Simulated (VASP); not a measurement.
Wanted: the native input for a VASP 6.6.1 run.

- Task: single point
- Functional: PBE
- Potentials or basis: VASP PAW PBE potentials, release 64 (Nb_sv)
- Cutoff: 520 eV
- k mesh: 16 × 16 × 9
- Occupations: fermi-dirac, width 0.05 eV
- Spin: no spin polarisation
- Dipole correction: no
- Further INCAR settings: ALGO = Normal; EDIFF = 1e-07; NBANDS = 20

The structure of Nb lies in POSCAR:

```
Nb
1.0
    2.4536479143      0.0000000000      0.0000000000
   -1.2268239572      2.1249214257      0.0000000000
    0.0000000000      0.0000000000      4.2962022451
Nb
2
Direct
    0.3333333333      0.6666666667      0.2500000000
    0.6666666667      0.3333333333      0.7500000000
```

One way to write it, as run:

INCAR

```
SYSTEM = Nb
ALGO = Normal
EDIFF = 1E-7
ENCUT = 520
GGA = PE
ISIF = 2
ISMEAR = -1
LASPH = .TRUE.
LCHARG = .FALSE.
LREAL = .FALSE.
LWAVE = .FALSE.
NBANDS = 20
NELM = 100
PREC = Accurate
SIGMA = 0.05
```

KPOINTS

```
k-points
0
G
  16 16 9
  0 0 0
```

Potentials or basis: VASP PAW PBE potentials, release 64 (Nb_sv).

Launch:

```bash
$ cat potpaw_PBE.64/Nb_sv/POTCAR > POTCAR
$ mpirun -np 1 vasp_std > vasp.out
```

Results of the run:

```
Pressure               : 205.5 GPa
Band gap on the k mesh : zero (band 13 reaches 22.18 eV, above the bottom of band 14 at 18.90 eV)
```

Wall time 60 s on 1 thread of Intel(R) Xeon(R) Platinum 8259CL CPU @ 2.50GHz (Skylake/Cascade Lake), on a shared host, peak memory 0.17 GiB.
